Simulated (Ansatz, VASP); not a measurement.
SrTi2O4 in VASP and in Ansatz

```
CELL_PARAMETERS angstrom
1.60180 -4.94642 0.00000
1.60180 4.94642 0.00000
0.00000 0.00000 10.24871
ATOMIC_POSITIONS crystal
Sr 0.37949 0.62051 0.25000
Sr 0.62051 0.37949 0.75000
Ti 0.87660 0.12340 0.93826
Ti 0.87660 0.12340 0.56174
Ti 0.12340 0.87660 0.43826
Ti 0.12340 0.87660 0.06174
O 0.92465 0.07535 0.75000
O 0.23677 0.76323 0.90028
O 0.23677 0.76323 0.59972
O 0.07535 0.92465 0.25000
O 0.76323 0.23677 0.40028
O 0.76323 0.23677 0.09972
O 0.50000 0.50000 0.00000
O 0.50000 0.50000 0.50000
```

Alike in both runs: functional PBE; k mesh 4 × 4 × 1; occupations gaussian, width 0.15 eV; collinear spin.

Ansatz relaxed the structure, and its values are those at the end. VASP's run is a single point on that final structure, the one shown.

|  | VASP | Ansatz |
| --- | --- | --- |
| version | VASP 6.6.1 | Ansatz 0.2.0 |
| potentials or method | VASP PAW PBE potentials, release 64 (Sr_sv, Ti_sv, O), cutoff 520 eV | scalar-relativistic, plane waves, PAW |
| valence electrons in the cell | 116 | 116 |

Ansatz gave:

| Quantity | Value |
| --- | --- |
| gap on the k mesh at the Fermi level (eV) | none |
| pressure (GPa) | -0.4 |
| rms of the force components (eV/Å) | 0.024 |
| net moment per atom (μB) | 0.00 |

**Question.** What did VASP give for the same quantities?

**Answer.** gap on the k mesh at the Fermi level (eV): none; pressure (GPa): 0.3; rms of the force components (eV/Å): 0.025; net moment per atom (μB): 0.00.

A gap of «none» marks a metal or a gap that the smearing closes. The functional is the same, so the differences come from potentials, cutoffs and numerics. Ansatz's warnings: seeded moment not kept.

The k mesh is coarse, so the values compare programs but aren't converged.
